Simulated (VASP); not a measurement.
# Gd (P6_3/mmc) in VASP: further runs

Runs on Gd. Level: PBE+U. Tasks: single point.

Program: VASP 6.6.1. These are calculated values, not measurements. Logs are shortened: lines on timing, memory, paths and dates and some standing lists are left out, and cuts for length are marked.

### Step 1. The cell of the first run

Symmetry: P6_3/mmc, No. 194, hexagonal system. Conventional cell: a = 3.640 Å, b = 3.640 Å, c = 5.780 Å, α = 90.00°, β = 90.00°, γ = 120.00°. Gd (site symmetry -6m2) has 12 Gd at 3.57 to 3.64 Å within 4.7 Å.

### Step 2. Single point, PBE+U, collinear spin, ferromagnetic start

The input, INCAR:

```
ALGO = Normal
EDIFF = 1E-6
ENCUT = 520
GGA = PE
ISIF = 2
ISMEAR = 0
ISPIN = 2
LASPH = True
LCHARG = True
LDAU = True
LDAUJ = 0
LDAUL = 3
LDAUPRINT = 1
LDAUTYPE = 2
LDAUU = 6
LELF = True
LMAXMIX = 6
LORBIT = 11
LREAL = False
LVHAR = True
LWAVE = False
MAGMOM = 7 7
NBANDS = 29
NELM = 150
PREC = Accurate
SIGMA = 0.1
```

The input, KPOINTS:

```
k-points
0
Gamma
  6 6 4
```

The input, POSCAR:

```
Gd
1.0
    3.6399995402      0.0000000000      0.0000000000
   -1.8199997701      3.1523320716      0.0000000000
    0.0000000000      0.0000000000      5.7803192698
Gd
2
Direct
    0.3333333333      0.6666666667      0.7500000000
    0.6666666667      0.3333333333      0.2500000000
```

Potentials or basis: VASP PAW PBE potentials, release 64 (Gd).

Started as:

```sh
> cat potpaw_PBE.64/Gd/POTCAR > POTCAR
> mpirun -np 1 vasp_std > vasp.out
```

OUTCAR:

```text
EDIFF = 1E-6
   ENCUT = 520
   GGA = PE
   ISIF = 2
   ISMEAR = 0
   ISPIN = 2
   LASPH = True
   LORBIT = 11
   LREAL = False
   NELM = 150
   PREC = Accurate

 ion  position               nearest neighbor table
   1  0.333  0.667  0.750-
   2  0.667  0.333  0.250-

  LATTYP: Found a hexagonal cell.
 ALAT       =     3.6399995402
 C/A-ratio  =     1.5880000000

  Lattice vectors:

 A1 = (   3.6399995402,   0.0000000000,   0.0000000000)
 A2 = (  -1.8199997701,   3.1523320716,   0.0000000000)
 A3 = (   0.0000000000,   0.0000000000,   5.7803192698)

Analysis of symmetry for initial positions (statically):
=====================================================================
 Subroutine PRICEL returns:
 Original cell was already a primitive cell.

 Routine SETGRP: Setting up the symmetry group for a
 hexagonal supercell.

 Subroutine GETGRP returns: Found 24 space group operations
 (whereof 12 operations were pure point group operations)
 out of a pool of 24 trial point group operations.

The static configuration has the point symmetry D_3d.
 The point group associated with its full space group is D_6h.

Analysis of symmetry for dynamics (positions and initial velocities):
=====================================================================
 Subroutine PRICEL returns:
 Original cell was already a primitive cell.

 Routine SETGRP: Setting up the symmetry group for a
 hexagonal supercell.

 Subroutine GETGRP returns: Found 24 space group operations
 (whereof 12 operations were pure point group operations)
 out of a pool of 24 trial point group operations.

The dynamic configuration has the point symmetry D_3d.
 The point group associated with its full space group is D_6h.

Analysis of structural, dynamic, and magnetic symmetry:
=====================================================================
 Subroutine PRICEL returns:
 Original cell was already a primitive cell.

 Routine SETGRP: Setting up the symmetry group for a
 hexagonal supercell.

 Subroutine GETGRP returns: Found 24 space group operations
 (whereof 12 operations were pure point group operations)
 out of a pool of 24 trial point group operations.

The overall configuration has the point symmetry D_3d.
 The point group associated with its full space group is D_6h.

 Subroutine INISYM returns: Found 24 space group operations
 (whereof 12 operations are pure point group operations),
 and found     1 'primitive' translations

----------------------------------------------------------------------------------------

                                     Primitive cell

  volume of cell :      66.3262

  direct lattice vectors                    reciprocal lattice vectors
     3.639999540  0.000000000  0.000000000     0.274725309  0.158612731  0.000000000
    -1.819999770  3.152332072  0.000000000     0.000000000  0.317225463  0.000000000
     0.000000000  0.000000000  5.780319270     0.000000000  0.000000000  0.173000825

  length of vectors
     3.639999540  3.639999540  5.780319270     0.317225463  0.317225463  0.173000825
[... 152 lines left out ...]
  o =  0.0011  v =  0.0000  0.0000  0.0000  0.0000  0.0000  0.0000  0.0000  0.0000 -0.0002 -0.0000 -0.0000  0.0000 -1.0000 -0.0000      0.0000  0.0000  0.0000  0.0000  0.0000  0.0000  0.0000  0.0000  0.0000  0.0000  0.0000  0.0000  0.0000  0.0000
  o =  0.9896  v =  0.0000 -0.0000 -0.0000  0.0000 -0.0000 -0.0000  1.0000  0.0000  0.0000  0.0000  0.0000  0.0000  0.0000  0.0000      0.0000  0.0000  0.0000  0.0000  0.0000  0.0000  0.0000  0.0000  0.0000  0.0000  0.0000  0.0000  0.0000  0.0000
  o =  0.9897  v =  0.0000 -0.0000 -0.0000  0.0000 -1.0000  0.0000 -0.0000  0.0000  0.0000  0.0000  0.0000  0.0000  0.0000  0.0000      0.0000  0.0000  0.0000  0.0000  0.0000  0.0000  0.0000  0.0000  0.0000  0.0000  0.0000  0.0000  0.0000  0.0000
  o =  0.9897  v = -0.0000  0.0000  1.0000  0.0000 -0.0000  0.0000  0.0000  0.0000  0.0000  0.0000  0.0000  0.0000  0.0000  0.0000      0.0000  0.0000  0.0000  0.0000  0.0000  0.0000  0.0000  0.0000  0.0000  0.0000  0.0000  0.0000  0.0000  0.0000
  o =  0.9900  v = -0.0000 -0.0336  0.0000 -0.0000  0.0000  0.9994  0.0000  0.0000  0.0000  0.0000  0.0000  0.0000  0.0000  0.0000      0.0000  0.0000  0.0000  0.0000  0.0000  0.0000  0.0000  0.0000  0.0000  0.0000  0.0000  0.0000  0.0000  0.0000
  o =  0.9900  v =  0.0000 -0.9994  0.0000  0.0000  0.0000 -0.0336 -0.0000  0.0000  0.0000  0.0000  0.0000  0.0000  0.0000  0.0000      0.0000  0.0000  0.0000  0.0000  0.0000  0.0000  0.0000  0.0000  0.0000  0.0000  0.0000  0.0000  0.0000  0.0000
  o =  0.9907  v =  1.0000  0.0000  0.0000  0.0000 -0.0000  0.0000 -0.0000  0.0000  0.0000  0.0000  0.0000  0.0000  0.0000  0.0000      0.0000  0.0000  0.0000  0.0000  0.0000  0.0000  0.0000  0.0000  0.0000  0.0000  0.0000  0.0000  0.0000  0.0000
  o =  0.9907  v = -0.0000  0.0000 -0.0000  1.0000  0.0000  0.0000 -0.0000  0.0000  0.0000  0.0000  0.0000  0.0000  0.0000  0.0000      0.0000  0.0000  0.0000  0.0000  0.0000  0.0000  0.0000  0.0000  0.0000  0.0000  0.0000  0.0000  0.0000  0.0000

atom =   2  type =  1  l = 3

 onsite density matrix

spin component  1

  0.9907  0.0000  0.0000 -0.0000 -0.0000  0.0000 -0.0000
  0.0000  0.9900 -0.0000 -0.0000  0.0000  0.0000  0.0000
  0.0000 -0.0000  0.9897  0.0000  0.0000 -0.0000  0.0000
 -0.0000 -0.0000  0.0000  0.9907 -0.0000  0.0000  0.0000
 -0.0000  0.0000  0.0000 -0.0000  0.9897  0.0000  0.0000
  0.0000  0.0000 -0.0000  0.0000  0.0000  0.9900 -0.0000
 -0.0000  0.0000  0.0000  0.0000  0.0000 -0.0000  0.9896

spin component  2

  0.0006 -0.0000  0.0000  0.0000  0.0000 -0.0000  0.0000
 -0.0000  0.0011  0.0000  0.0000 -0.0000 -0.0000  0.0000
  0.0000  0.0000  0.0005  0.0000 -0.0000  0.0000 -0.0000
  0.0000  0.0000  0.0000  0.0004 -0.0000  0.0000 -0.0000
  0.0000 -0.0000 -0.0000 -0.0000  0.0005 -0.0000  0.0000
 -0.0000 -0.0000  0.0000  0.0000 -0.0000  0.0011 -0.0000
  0.0000  0.0000 -0.0000 -0.0000  0.0000 -0.0000  0.0004

 occupancies and eigenvectors

  o =  0.0004  v =  0.0000  0.0000  0.0000  0.0000  0.0000  0.0000  0.0000  0.0000  0.0000  0.0000 -1.0000 -0.0000  0.0000 -0.0000      0.0000  0.0000  0.0000  0.0000  0.0000  0.0000  0.0000  0.0000  0.0000  0.0000  0.0000  0.0000  0.0000  0.0000
  o =  0.0004  v =  0.0000  0.0000  0.0000  0.0000  0.0000  0.0000  0.0000  0.0000  0.0000 -0.0000  0.0000  0.0000  0.0000 -1.0000      0.0000  0.0000  0.0000  0.0000  0.0000  0.0000  0.0000  0.0000  0.0000  0.0000  0.0000  0.0000  0.0000  0.0000
  o =  0.0005  v =  0.0000  0.0000  0.0000  0.0000  0.0000  0.0000  0.0000  0.0000  0.0000 -0.0000  0.0000 -1.0000 -0.0000 -0.0000      0.0000  0.0000  0.0000  0.0000  0.0000  0.0000  0.0000  0.0000  0.0000  0.0000  0.0000  0.0000  0.0000  0.0000
  o =  0.0005  v =  0.0000  0.0000  0.0000  0.0000  0.0000  0.0000  0.0000 -0.0000  0.0000  1.0000  0.0000 -0.0000 -0.0000 -0.0000      0.0000  0.0000  0.0000  0.0000  0.0000  0.0000  0.0000  0.0000  0.0000  0.0000  0.0000  0.0000  0.0000  0.0000
  o =  0.0006  v =  0.0000  0.0000  0.0000  0.0000  0.0000  0.0000  0.0000  1.0000  0.0000  0.0000  0.0000  0.0000  0.0000  0.0000      0.0000  0.0000  0.0000  0.0000  0.0000  0.0000  0.0000  0.0000  0.0000  0.0000  0.0000  0.0000  0.0000  0.0000
  o =  0.0011  v =  0.0000  0.0000  0.0000  0.0000  0.0000  0.0000  0.0000 -0.0000  1.0000 -0.0000  0.0000  0.0000  0.0001  0.0000      0.0000  0.0000  0.0000  0.0000  0.0000  0.0000  0.0000  0.0000  0.0000  0.0000  0.0000  0.0000  0.0000  0.0000
  o =  0.0011  v =  0.0000  0.0000  0.0000  0.0000  0.0000  0.0000  0.0000  0.0000  0.0001 -0.0000 -0.0000  0.0000 -1.0000 -0.0000      0.0000  0.0000  0.0000  0.0000  0.0000  0.0000  0.0000  0.0000  0.0000  0.0000  0.0000  0.0000  0.0000  0.0000
  o =  0.9896  v =  0.0000 -0.0000 -0.0000  0.0000 -0.0000  0.0000  1.0000  0.0000  0.0000  0.0000  0.0000  0.0000  0.0000  0.0000      0.0000  0.0000  0.0000  0.0000  0.0000  0.0000  0.0000  0.0000  0.0000  0.0000  0.0000  0.0000  0.0000  0.0000
  o =  0.9897  v =  0.0000 -0.0000 -0.0000  0.0000  1.0000  0.0000  0.0000  0.0000  0.0000  0.0000  0.0000  0.0000  0.0000  0.0000      0.0000  0.0000  0.0000  0.0000  0.0000  0.0000  0.0000  0.0000  0.0000  0.0000  0.0000  0.0000  0.0000  0.0000
  o =  0.9897  v =  0.0000  0.0000 -1.0000 -0.0000 -0.0000 -0.0000 -0.0000  0.0000  0.0000  0.0000  0.0000  0.0000  0.0000  0.0000      0.0000  0.0000  0.0000  0.0000  0.0000  0.0000  0.0000  0.0000  0.0000  0.0000  0.0000  0.0000  0.0000  0.0000
  o =  0.9900  v =  0.0000 -0.8782 -0.0000 -0.0000 -0.0000  0.4783 -0.0000  0.0000  0.0000  0.0000  0.0000  0.0000  0.0000  0.0000      0.0000  0.0000  0.0000  0.0000  0.0000  0.0000  0.0000  0.0000  0.0000  0.0000  0.0000  0.0000  0.0000  0.0000
  o =  0.9900  v =  0.0000 -0.4783 -0.0000  0.0000  0.0000 -0.8782 -0.0000  0.0000  0.0000  0.0000  0.0000  0.0000  0.0000  0.0000      0.0000  0.0000  0.0000  0.0000  0.0000  0.0000  0.0000  0.0000  0.0000  0.0000  0.0000  0.0000  0.0000  0.0000
  o =  0.9907  v =  1.0000  0.0000  0.0000 -0.0000 -0.0000  0.0000 -0.0000  0.0000  0.0000  0.0000  0.0000  0.0000  0.0000  0.0000      0.0000  0.0000  0.0000  0.0000  0.0000  0.0000  0.0000  0.0000  0.0000  0.0000  0.0000  0.0000  0.0000  0.0000
  o =  0.9907  v =  0.0000 -0.0000 -0.0000  1.0000 -0.0000  0.0000 -0.0000  0.0000  0.0000  0.0000  0.0000  0.0000  0.0000  0.0000      0.0000  0.0000  0.0000  0.0000  0.0000  0.0000  0.0000  0.0000  0.0000  0.0000  0.0000  0.0000  0.0000  0.0000

 number of electron      36.0000005 magnetization      15.5971184

 Free energy of the ion-electron system (eV)
  ---------------------------------------------------
  ext. energy  EPLUGINS =         0.00000000
  ---------------------------------------------------
  free energy    TOTEN  =       -22.83444321 eV

  energy without entropy =      -22.82283941  energy(sigma->0) =      -22.82864131

 E-fermi :   3.0739     XC(G=0):  -9.9647

 val. band max:        3.0514213128   @ k =   0.1667   0.1667   0.0000
 cond. band min:       3.1080808611   @ k =   0.3333   0.3333   0.2500
 fundamental gap:      0.0566595483
 Fermi energy:         3.0739038285

 spin component 1

 k-point     1 :       0.0000    0.0000    0.0000
  band No.  band energies     occupation
      1     -42.5014      1.00000
      2     -42.4332      1.00000
      3     -20.2057      1.00000
      4     -19.6059      1.00000
      5     -19.6059      1.00000
      6     -19.5005      1.00000
[... 661 lines left out ...]
     28       3.0123      0.80804
     29       5.3576      0.00000
 Fermi energy:         3.0739038285

 spin component 2

 k-point     1 :       0.0000    0.0000    0.0000
  band No.  band energies     occupation
      1     -39.2030      1.00000
      2     -39.1171      1.00000
      3     -17.9177      1.00000
      4     -17.1796      1.00000
      5     -17.1796      1.00000
      6     -17.0553      1.00000
[... 661 lines left out ...]
     28       6.4466      0.00000
     29       7.0526      0.00000

------------------------ aborting loop because EDIFF is reached ----------------------------------------

  FORCE on cell =-STRESS in cart. coord.  units (eV):
  Direction    XX          YY          ZZ          XY          YZ          ZX
  --------------------------------------------------------------------------------------
  -------------------------------------------------------------------------------------
  Total        0.2454057      0.2454057      0.5388616     -0.0000000      0.0000000      0.0000000
  in kB        5.9280270      5.9280270     13.0167547     -0.0000000      0.0000000      0.0000000
  external PRESSURE =       8.2909362 kB  Pullay stress =       0.0000000 kB

 VOLUME and BASIS-vectors are now :
 -----------------------------------------------------------------------------
  energy-cutoff  :      520.00
  volume of cell :       66.33
      direct lattice vectors                 reciprocal lattice vectors
     3.639999540  0.000000000  0.000000000     0.274725309  0.158612731  0.000000000
    -1.819999770  3.152332072  0.000000000     0.000000000  0.317225463  0.000000000
     0.000000000  0.000000000  5.780319270     0.000000000  0.000000000  0.173000825

 POSITION                                       TOTAL-FORCE (eV/Angst)
 -----------------------------------------------------------------------------------
     -0.00000      2.10155      4.33524         0.000000     -0.000000      0.000000
      1.82000      1.05078      1.44508        -0.000000      0.000000      0.000000
 -----------------------------------------------------------------------------------
    total drift:                               -0.000000      0.000000     -0.000000

  FREE ENERGIE OF THE ION-ELECTRON SYSTEM (eV)
  ---------------------------------------------------
  free  energy   TOTEN  =       -22.8344432133 eV

  energy  without entropy=      -22.8228394051  energy(sigma->0) =      -22.82864131

 total charge

# of ion       s       p       d       f       tot
--------------------------------------------------
    1        2.074   5.572   0.600   6.930  15.176
    2        2.074   5.572   0.600   6.930  15.176
--------------------------------------------------
tot          4.149  11.145   1.199  13.860  30.353

 magnetization (x)

# of ion       s       p       d       f       tot
--------------------------------------------------
    1        0.004  -0.055   0.246   6.921   7.115
    2        0.004  -0.055   0.246   6.921   7.115
--------------------------------------------------
tot          0.007  -0.110   0.492  13.841  14.230
```

Run time: 2.5 min. Hardware: 1 thread of Intel Xeon Platinum 8259CL at 2.50GHz (Skylake/Cascade Lake), shared host; peak memory 0.25 GiB.

Results:

| Quantity | Value |
| --- | --- |
| Free energy | -22.8344 eV |
| Pressure | 0.8 GPa |
| Net moment | 15.60 μB per cell |
| Site moments | Gd +7.12 μB |
| Valence electrons inside the program's atomic spheres | Gd 15.18 |

Eigenvalues of the final occupation matrices:
```tsv
site	spin	trace	eigenvalues
site 1 f	1	6.93	0.99 0.99 0.99 0.99 0.99 0.99 0.99
site 1 f	2	0.00	0.00 0.00 0.00 0.00 0.00 0.00 0.00
site 2 f	1	6.93	0.99 0.99 0.99 0.99 0.99 0.99 0.99
site 2 f	2	0.00	0.00 0.00 0.00 0.00 0.00 0.00 0.00
```

Caveat: spin-orbit coupling is left out, which moves the levels of the heavy elements.

### Step 3. Single point, PBE+U, collinear spin, ferromagnetic start

This run uses another cell than the first one, of 33.79 Å³/atom.

The input, INCAR:

```
ALGO = Fast
EDIFF = 1E-7
ENCUT = 520
GGA = PE
ISIF = 2
ISMEAR = 0
ISPIN = 2
LASPH = True
LCHARG = False
LDAU = True
LDAUJ = 0
LDAUL = 3
LDAUPRINT = 1
LDAUTYPE = 2
LDAUU = 6
LMAXMIX = 6
LORBIT = 11
LREAL = False
LWAVE = False
MAGMOM = 8.25 8.25
NBANDS = 29
NELM = 150
PREC = Accurate
SIGMA = 0.1
```

The input, KPOINTS:

```
k-points
0
Gamma
  12 12 6
```

The input, POSCAR:

```
Gd
1.0
    3.6515676489      0.0000000000      0.0000000000
   -1.8257838244      3.1623503476      0.0000000000
    0.0000000000      0.0000000000      5.8528464233
Gd
2
Direct
    0.3333333333      0.6666666667      0.7500000000
    0.6666666667      0.3333333333      0.2500000000
```

Potentials or basis: VASP PAW PBE potentials, release 64 (Gd).

Started as:

```sh
> cat potpaw_PBE.64/Gd/POTCAR > POTCAR
> mpirun -np 1 vasp_std > vasp.out
```

OUTCAR:

```text
EDIFF = 1E-7
   ENCUT = 520
   GGA = PE
   ISIF = 2
   ISMEAR = 0
   ISPIN = 2
   LASPH = True
   LORBIT = 11
   LREAL = False
   NELM = 150
   PREC = Accurate

 ion  position               nearest neighbor table
   1  0.333  0.667  0.750-
   2  0.667  0.333  0.250-

  LATTYP: Found a hexagonal cell.
 ALAT       =     3.6515676489
 C/A-ratio  =     1.6028311635

  Lattice vectors:

 A1 = (   3.6515676489,   0.0000000000,   0.0000000000)
 A2 = (  -1.8257838244,   3.1623503476,   0.0000000000)
 A3 = (   0.0000000000,   0.0000000000,   5.8528464233)

Analysis of symmetry for initial positions (statically):
=====================================================================
 Subroutine PRICEL returns:
 Original cell was already a primitive cell.

 Routine SETGRP: Setting up the symmetry group for a
 hexagonal supercell.

 Subroutine GETGRP returns: Found 24 space group operations
[... 284 lines left out ...]
      4     -19.7389      1.00000
      5     -19.7389      1.00000
      6     -19.6445      1.00000
[... 1529 lines left out ...]
     28       6.3912      0.00000
     29       6.4338      0.00000

 [... further k-points ...]

------------------------ aborting loop because EDIFF is reached ----------------------------------------

  FORCE on cell =-STRESS in cart. coord.  units (eV):
  Direction    XX          YY          ZZ          XY          YZ          ZX
  --------------------------------------------------------------------------------------
  -------------------------------------------------------------------------------------
  Total        0.0574003      0.0574003      0.0779888      0.0000000      0.0000000     -0.0000000
  in kB        1.3607190      1.3607190      1.8487853      0.0000000      0.0000000     -0.0000000
  external PRESSURE =       1.5234078 kB  Pullay stress =       0.0000000 kB

 VOLUME and BASIS-vectors are now :
 -----------------------------------------------------------------------------
  energy-cutoff  :      520.00
  volume of cell :       67.59
      direct lattice vectors                 reciprocal lattice vectors
     3.651567649  0.000000000  0.000000000     0.273854984  0.158110249  0.000000000
    -1.825783824  3.162350348  0.000000000     0.000000000  0.316220497  0.000000000
     0.000000000  0.000000000  5.852846423     0.000000000  0.000000000  0.170857037

 POSITION                                       TOTAL-FORCE (eV/Angst)
 -----------------------------------------------------------------------------------
     -0.00000      2.10823      4.38963        -0.000000      0.000000      0.000000
      1.82578      1.05412      1.46321         0.000000     -0.000000      0.000000
 -----------------------------------------------------------------------------------
    total drift:                                0.000000     -0.000000      0.000000

  FREE ENERGIE OF THE ION-ELECTRON SYSTEM (eV)
  ---------------------------------------------------
  free  energy   TOTEN  =       -22.8435803261 eV

  energy  without entropy=      -22.8329371205  energy(sigma->0) =      -22.83825872

 total charge

# of ion       s       p       d       f       tot
--------------------------------------------------
    1        2.074   5.574   0.587   6.930  15.165
    2        2.074   5.574   0.587   6.930  15.165
--------------------------------------------------
tot          4.148  11.148   1.175  13.860  30.331

 magnetization (x)

# of ion       s       p       d       f       tot
--------------------------------------------------
    1        0.003  -0.056   0.237   6.921   7.105
    2        0.003  -0.056   0.237   6.921   7.105
--------------------------------------------------
tot          0.006  -0.112   0.474  13.843  14.210
```

Run time: 51 min. Hardware: 1 thread of Intel Xeon Platinum 8259CL at 2.50GHz (Skylake/Cascade Lake), shared host; peak memory 0.39 GiB.

Results:

- Free energy: -22.8436 eV
- Pressure: 0.2 GPa
- Net moment: 15.55 μB per cell
- Site moments: Gd +7.11 μB
- Valence electrons inside the program's atomic spheres: Gd 15.16

Eigenvalues of the final occupation matrices:
```csv
site,spin,trace,eigenvalues
site 1 f,1,6.93,0.99 0.99 0.99 0.99 0.99 0.99 0.99
site 1 f,2,0.00,0.00 0.00 0.00 0.00 0.00 0.00 0.00
site 2 f,1,6.93,0.99 0.99 0.99 0.99 0.99 0.99 0.99
site 2 f,2,0.00,0.00 0.00 0.00 0.00 0.00 0.00 0.00
```

Caveat: spin-orbit coupling is left out, which moves the levels of the heavy elements. The state reached can hang on the start; a lower one may exist.
